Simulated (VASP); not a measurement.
# KBr (F-43m) in VASP: further runs

KBr is run at these levels: PBEsol; tasks: single point, relaxation of cell and atoms.

Everything below comes from runs of VASP 6.6.1. Logs are shortened: lines on timing, memory, paths and dates and some standing lists are left out, and cuts for length are marked.

### 1 The cell of the first run

Symmetry: F-43m, No. 216, cubic system. Conventional cell: a = 7.311 Å, b = 7.311 Å, c = 7.311 Å, α = 90.00°, β = 90.00°, γ = 90.00°. Within 4.2 Å of K (site symmetry -43m) lie 4 Br at 3.17 Å. Within 4.2 Å of Br (site symmetry -43m) lie 4 K at 3.17 Å.

### 2 Single point, PBEsol

INCAR

```
SYSTEM = KBr
PREC = Accurate
ENCUT = 520
EDIFF = 1E-7
ISMEAR = -1
SIGMA = 0.03
LREAL = .FALSE.
LASPH = .TRUE.
NELM = 80
ALGO = Normal
ISIF = 2
LWAVE = .FALSE.
LCHARG = .FALSE.
GGA = PS
NBANDS = 15
```

KPOINTS

```
Automatic mesh
0
G
  6 6 6
  0 0 0
```

POSCAR

```
KBr
1.0
    0.0000000000      3.6556595519      3.6556595519
    3.6556595519      0.0000000000      3.6556595519
    3.6556595519      3.6556595519      0.0000000000
K Br
1 1
Direct
    0.0000000000      0.0000000000      0.0000000000
    0.2500000000      0.2500000000      0.2500000000
```

Potentials or basis: VASP PAW PBE potentials, release 64 (K_sv, Br).

Started as:

```bash
> cat potpaw_PBE.64/K_sv/POTCAR potpaw_PBE.64/Br/POTCAR > POTCAR
> mpirun -np 1 vasp_std > vasp.out
```

OUTCAR:

```text
SYSTEM = KBr
   PREC = Accurate
   ENCUT = 520
   EDIFF = 1E-7
   ISMEAR = -1
   LREAL = .FALSE.
   LASPH = .TRUE.
   NELM = 80
   ISIF = 2
   GGA = PS

 ion  position               nearest neighbor table
   1  0.000  0.000  0.000-   2 3.17   2 3.17   2 3.17   2 3.17
   2  0.250  0.250  0.250-   1 3.17   1 3.17   1 3.17   1 3.17

  LATTYP: Found a face centered cubic cell.
 ALAT       =     7.3113191038

  Lattice vectors:

 A1 = (   0.0000000000,   3.6556595519,   3.6556595519)
 A2 = (   3.6556595519,   0.0000000000,   3.6556595519)
 A3 = (   3.6556595519,   3.6556595519,   0.0000000000)

Analysis of symmetry for initial positions (statically):
=====================================================================
 Subroutine PRICEL returns:
 Original cell was already a primitive cell.

 Routine SETGRP: Setting up the symmetry group for a
 face centered cubic supercell.

 Subroutine GETGRP returns: Found 24 space group operations
 (whereof 24 operations were pure point group operations)
 out of a pool of 48 trial point group operations.

The static configuration has the point symmetry T_d .

Analysis of symmetry for dynamics (positions and initial velocities):
=====================================================================
 Subroutine PRICEL returns:
 Original cell was already a primitive cell.

 Routine SETGRP: Setting up the symmetry group for a
 face centered cubic supercell.

 Subroutine GETGRP returns: Found 24 space group operations
 (whereof 24 operations were pure point group operations)
 out of a pool of 48 trial point group operations.

The dynamic configuration has the point symmetry T_d .

 Subroutine INISYM returns: Found 24 space group operations
 (whereof 24 operations are pure point group operations),
 and found     1 'primitive' translations

----------------------------------------------------------------------------------------

                                     Primitive cell

  volume of cell :      97.7073

  direct lattice vectors                    reciprocal lattice vectors
     0.000000000  3.655659552  3.655659552    -0.136774224  0.136774224  0.136774224
     3.655659552  0.000000000  3.655659552     0.136774224 -0.136774224  0.136774224
     3.655659552  3.655659552  0.000000000     0.136774224  0.136774224 -0.136774224

  length of vectors
     5.169883318  5.169883318  5.169883318     0.236899906  0.236899906  0.236899906

  position of ions in fractional coordinates (direct lattice)
     0.000000000  0.000000000  0.000000000
     0.250000000  0.250000000  0.250000000

  ion indices of the primitive-cell ions
   primitive index   ion index
                 1           1
                 2           2

----------------------------------------------------------------------------------------

 KPOINTS: Automatic mesh

Automatic generation of k-mesh.
 Grid dimensions read from file:
 generate k-points for:    6    6    6

 Generating k-lattice:

  Cartesian coordinates                     Fractional coordinates (reciprocal lattice)
    -0.022795704  0.022795704  0.022795704     0.166666667  0.000000000  0.000000000
     0.022795704 -0.022795704  0.022795704     0.000000000  0.166666667  0.000000000
     0.022795704  0.022795704 -0.022795704     0.000000000  0.000000000  0.166666667

  Length of vectors
     0.039483318  0.039483318  0.039483318

  Shift w.r.t. Gamma in fractional coordinates (k-lattice)
     0.000000000  0.000000000  0.000000000

 Subroutine IBZKPT returns following result:
 ===========================================

 Found     16 irreducible k-points:

 Following reciprocal coordinates:
            Coordinates               Weight
  0.000000  0.000000  0.000000      1.000000
  0.166667  0.000000  0.000000      8.000000
  0.333333  0.000000  0.000000      8.000000
  0.500000  0.000000  0.000000      4.000000
  0.166667  0.166667  0.000000      6.000000
  0.333333  0.166667  0.000000     24.000000
[... 8 lines left out ...]
 -0.333333  0.333333  0.166667     24.000000
 -0.333333  0.500000  0.166667     12.000000
   k-points           NKPTS =     16   k-points in BZ     NKDIM =     16   number of bands    NBANDS=     15
   number of dos      NEDOS =    301   number of ions     NIONS =      2
   total plane-waves  NPLWV =  64000
   dimension x,y,z NGX =    40 NGY =   40 NGZ =   40
   dimension x,y,z NGXF=    80 NGYF=   80 NGZF=   80
   ions per type =               1   1
   NGX,Y,Z   is equivalent  to a cutoff of  12.86, 12.86, 12.86 a.u.
   NGXF,Y,Z  is equivalent  to a cutoff of  25.73, 25.73, 25.73 a.u.
 SYSTEM =  KBr
   PREC   = accura    normal or accurate (medium, high low for compatibility)
   ISTART =      0    job   : 0-new  1-cont  2-samecut
   ICHARG =      2    charge: 1-file 2-atom 10-const
   ISPIN  =      1    spin polarized calculation?
   LNONCOLLINEAR =      F non collinear calculations
   LSORBIT =      F    spin-orbit coupling
   LASPH  =      T    aspherical Exc in radial PAW
   ENCUT  =  520.0 eV  38.22 Ry    6.18 a.u.   9.61  9.61  9.61*2*pi/ulx,y,z
   NELM   =     80;   NELMIN=  2; NELMDL= -5     # of ELM steps
   EDIFF  = 0.1E-06   stopping-criterion for ELM
   LREAL  =      F    real-space projection
   EDIFFG = 0.1E-05   stopping-criterion for IOM
   NSW    =      0    number of steps for IOM
   IBRION =     -1    ionic relax: 0-MD 1-quasi-New 2-CG
   NFREE  =      0    steps in history (QN), initial steepest desc. (CG)
   ISIF   =      2    stress and relaxation
   ISYM   =      2    0-nonsym 1-usesym 2-fastsym
   POTIM  = 0.5000    time-step for ionic-motion
   TEBEG  =    0.0;   TEEND  =   0.0 temperature during run
   PSTRESS=    0.0 pullay stress
   NELECT =      16.0000    total number of electrons
   NUPDOWN=      -1.0000    fix difference up-down
   EMIN   =  10.00;   EMAX   =-10.00  energy-range for DOS
   EFERMI =   0.00;   METHOD = LEGACY
   ISMEAR =    -1;   SIGMA  =   0.03  broadening in eV -4-tet -1-fermi 0-gaus
   EFERMI_NEDOS =   21; number of points for ismear=-14 and -15
   IALGO  =     38    algorithm
   IMIX   =      4    mixing-type and parameters
     AMIX     =   0.40;   BMIX     =  1.00
     AMIX_MAG =   1.60;   BMIX_MAG =  1.00
  volume/ion in A,a.u.               =      48.85       329.68
  Fermi-wavevector in a.u.,A,eV,Ry     =   0.895652  1.692536 10.914481  0.802192
  Thomas-Fermi vector in A             =   2.018011
   LORBIT       =      0    0 simple, 1 ext, 2 COOP (PROOUT), +10 PAW based schemes
   GGA     = PS    functional components
   LHFCALC =     F    Hartree Fock is set to
   AEXX    =    0.0000 exact exchange contribution
   IVDW    =     0    specifies the selected vdW correction
   LEPSILON=     F    determine dielectric tensor
   LRPA    =     F    only Hartree local field effects (RPA)
 non-spin polarized calculation
  energy-cutoff  :      520.00
  volume of cell :       97.71
 maximum number of plane-waves:      2685
 NGX is ok and might be reduce to    40
   NGX = 19   NGY = 19   NGZ = 19

 number of electron      15.9999998 magnetization

 Free energy of the ion-electron system (eV)
  ---------------------------------------------------
  ext. energy  EPLUGINS =         0.00000000
  ---------------------------------------------------
  free energy    TOTEN  =        -6.22925636 eV

  energy without entropy =       -6.22925636  energy(sigma->0) =       -6.22925636

 E-fermi :  -2.3525     XC(G=0):  -6.0853

 val. band max:       -3.1308320934   @ k =  -0.3333   0.1667   0.0000
 cond. band min:       1.2019096937   @ k =   0.0000   0.0000   0.0000
 fundamental gap:      4.3327417871
 Fermi energy:        -2.3524780775

 k-point     1 :       0.0000    0.0000    0.0000
  band No.  band energies     occupation
      1     -30.7005      2.00000
      2     -15.0164      2.00000
      3     -14.2677      2.00000
      4     -14.2677      2.00000
      5     -14.2677      2.00000
      6      -3.1504      2.00000
      7      -3.1504      2.00000
      8      -3.1504      2.00000
      9       1.2019      0.00000
     10       5.5150      0.00000
     11       5.5150      0.00000
     12       6.5408      0.00000
     13       6.5408      0.00000
     14       6.5408      0.00000
     15       7.3502      0.00000

 k-point     2 :       0.1667    0.0000    0.0000
  band No.  band energies     occupation
      1     -30.7001      2.00000
      2     -15.0724      2.00000
      3     -14.2695      2.00000
      4     -14.2695      2.00000
      5     -14.2048      2.00000
      6      -3.2709      2.00000
      7      -3.1454      2.00000
      8      -3.1454      2.00000
      9       1.6435      0.00000
     10       5.2650      0.00000
     11       5.2650      0.00000
     12       6.1949      0.00000
     13       6.5909      0.00000
     14       7.0269      0.00000
     15       7.0269      0.00000

 k-point     3 :       0.3333    0.0000    0.0000
  band No.  band energies     occupation
      1     -30.6992      2.00000
      2     -15.1644      2.00000
      3     -14.2733      2.00000
      4     -14.2733      2.00000
      5     -14.0995      2.00000
      6      -3.4622      2.00000
      7      -3.1364      2.00000
      8      -3.1364      2.00000
      9       2.6236      0.00000
     10       4.9170      0.00000
     11       5.1111      0.00000
     12       5.1111      0.00000
     13       6.5586      0.00000
     14       6.7676      0.00000
     15       6.7676      0.00000
[... 199 lines left out ...]
 k-point    15 :      -0.3333    0.3333    0.1667
  band No.  band energies     occupation
      1     -30.6983      2.00000
      2     -15.2368      2.00000
      3     -14.2921      2.00000
      4     -14.2818      2.00000
      5     -13.9942      2.00000
      6      -3.4297      2.00000
      7      -3.3068      2.00000
      8      -3.1419      2.00000
      9       3.3976      0.00000
     10       4.0630      0.00000
     11       5.1063      0.00000
     12       5.6691      0.00000
     13       6.5408      0.00000
     14       6.9150      0.00000
     15       7.2772      0.00000

 k-point    16 :      -0.3333    0.5000    0.1667
  band No.  band energies     occupation
      1     -30.6981      2.00000
      2     -15.2481      2.00000
      3     -14.2910      2.00000
      4     -14.2858      2.00000
      5     -13.9789      2.00000
      6      -3.4864      2.00000
      7      -3.2569      2.00000
      8      -3.1500      2.00000
      9       3.1860      0.00000
     10       4.0837      0.00000
     11       5.8761      0.00000
     12       5.9197      0.00000
     13       6.2695      0.00000
     14       6.5851      0.00000
     15       7.2031      0.00000

------------------------ aborting loop because EDIFF is reached ----------------------------------------

  FORCE on cell =-STRESS in cart. coord.  units (eV):
  Direction    XX          YY          ZZ          XY          YZ          ZX
  --------------------------------------------------------------------------------------
  -------------------------------------------------------------------------------------
  Total        0.0212967      0.0212967      0.0212967      0.0000000     -0.0000000      0.0000000
  in kB        0.3492167      0.3492167      0.3492167      0.0000000     -0.0000000      0.0000000
  external PRESSURE =       0.3492167 kB  Pullay stress =       0.0000000 kB

 VOLUME and BASIS-vectors are now :
 -----------------------------------------------------------------------------
  energy-cutoff  :      520.00
  volume of cell :       97.71
      direct lattice vectors                 reciprocal lattice vectors
     0.000000000  3.655659552  3.655659552    -0.136774224  0.136774224  0.136774224
     3.655659552  0.000000000  3.655659552     0.136774224 -0.136774224  0.136774224
     3.655659552  3.655659552  0.000000000     0.136774224  0.136774224 -0.136774224

 POSITION                                       TOTAL-FORCE (eV/Angst)
 -----------------------------------------------------------------------------------
      0.00000      0.00000      0.00000        -0.000000      0.000000     -0.000000
      1.82783      1.82783      1.82783         0.000000     -0.000000      0.000000
 -----------------------------------------------------------------------------------
    total drift:                               -0.000000     -0.000000     -0.000000

  FREE ENERGIE OF THE ION-ELECTRON SYSTEM (eV)
  ---------------------------------------------------
  free  energy   TOTEN  =        -6.2292563622 eV

  energy  without entropy=       -6.2292563622  energy(sigma->0) =       -6.22925636
```

It took 60 s on 1 thread of Intel Xeon 8259CL, shared host; peak memory 0.24 GiB.

Results:

* Free energy: -6.2293 eV
* Pressure: 0.0 GPa
* Band gap on the k mesh: 4.33 eV, indirect (least direct gap 4.35 eV)

Levels at points of the mesh, in eV from the valence-band top:
```csv
k point,band 5,band 6,band 7,band 8,band 9,band 10,band 11,band 12
"(0.00, 0.00, 0.00)",-11.14,-0.02,-0.02,-0.02,4.33,8.65,8.65,9.67
"(0.50, 0.00, 0.00)",-10.92,-0.41,0.00,0.00,6.59,7.10,8.25,8.25
"(0.50, 0.50, 0.00)",-10.85,-0.46,-0.01,-0.01,6.13,7.19,9.11,9.55
```

Caveat: the PAW data sets were made with another functional, which shifts forces and pressure a little. A k mesh can miss the band edges.

### 3 Relaxation of cell and atoms, PBEsol

This run uses another cell than the first one, of 43.14 Å³/atom, 0.883 times its volume.

INCAR

```
SYSTEM = KBr
ALGO = Normal
EDIFF = 1E-6
EDIFFG = -0.01
ENCUT = 600
GGA = PS
IBRION = 2
ISIF = 3
ISMEAR = -1
LASPH = .True.
LCHARG = .False.
LREAL = .False.
LWAVE = .False.
NELM = 80
NSW = 100
PREC = Accurate
SIGMA = 0.03
```

KPOINTS

```
k-points
0
Gamma
  6 6 6
  0 0 0
```

POSCAR

```
KBr
1.0
    0.0000000000      3.5072874153      3.5072874153
    3.5072874153      0.0000000000      3.5072874153
    3.5072874153      3.5072874153      0.0000000000
K Br
1 1
Direct
    0.0000000000      0.0000000000      0.0000000000
    0.2500000000      0.2500000000      0.2500000000
```

Potentials or basis: VASP PAW PBE potentials, release 64 (K_sv, Br).

Started as:

```bash
> cat potpaw_PBE.64/K_sv/POTCAR potpaw_PBE.64/Br/POTCAR > POTCAR
> mpirun -np 1 vasp_std > vasp.out
```

It took 2.3 min on 1 thread of Intel Xeon 8259CL, shared host; peak memory 0.25 GiB.

Results (log left out):

```
Free energy                            : -6.2289 eV
Relaxed volume                         : 49.15 Å³/atom
Relaxed cell                           : a = 5.180 Å, b = 5.180 Å, c = 5.180 Å, α = 60.00°, β = 60.00°, γ = 60.00°
Space group after relaxing (to 0.05 Å) : F-43m (No. 216)
Energy gained by relaxing              : 28.3 meV/atom
Ionic steps                            : 4
Pressure after relaxing                : 0.0 GPa
Band gap on the k mesh                 : 4.32 eV, indirect (least direct gap 4.34 eV)
```

Step by step:
| step | energy change (eV) | largest force (eV/Å) | pressure (GPa) | volume (Å³) |
| --- | --- | --- | --- | --- |
| 1 | 0.0000 | 0.0000 | 1.74 | 86.29 |
| 2 | -0.0444 | 0.0000 | 0.71 | 92.26 |
| 3 | -0.0550 | 0.0000 | -0.22 | 100.40 |
| 4 | -0.0566 | 0.0000 | -0.03 | 98.31 |

Final structure:
```yaml
crystal:
  lattice:
    - [0.00000, 3.66313, 3.66313]
    - [3.66313, 0.00000, 3.66313]
    - [3.66313, 3.66313, 0.00000]
  atoms:
    - { symbol: K, position: [0.00000, 0.00000, 0.00000] }
    - { symbol: Br, position: [0.25000, 0.25000, 0.25000] }
```

Levels at points of the mesh, in eV from the valence-band top:
```tsv
k point	band 4	band 5	band 6	band 7	band 8	band 9	band 10	band 11	band 12
(0.00, 0.00, 0.00)	-11.15	-11.15	-0.02	-0.02	-0.02	4.32	8.64	8.64	9.65
(0.50, 0.00, 0.00)	-11.16	-10.94	-0.40	0.00	0.00	6.57	7.08	8.24	8.24
(0.50, 0.50, 0.00)	-11.17	-10.87	-0.45	-0.01	-0.01	6.13	7.19	9.07	9.54
```

Caveat: the PAW data sets were made with another functional, which shifts forces and pressure a little. A k mesh can miss the band edges.
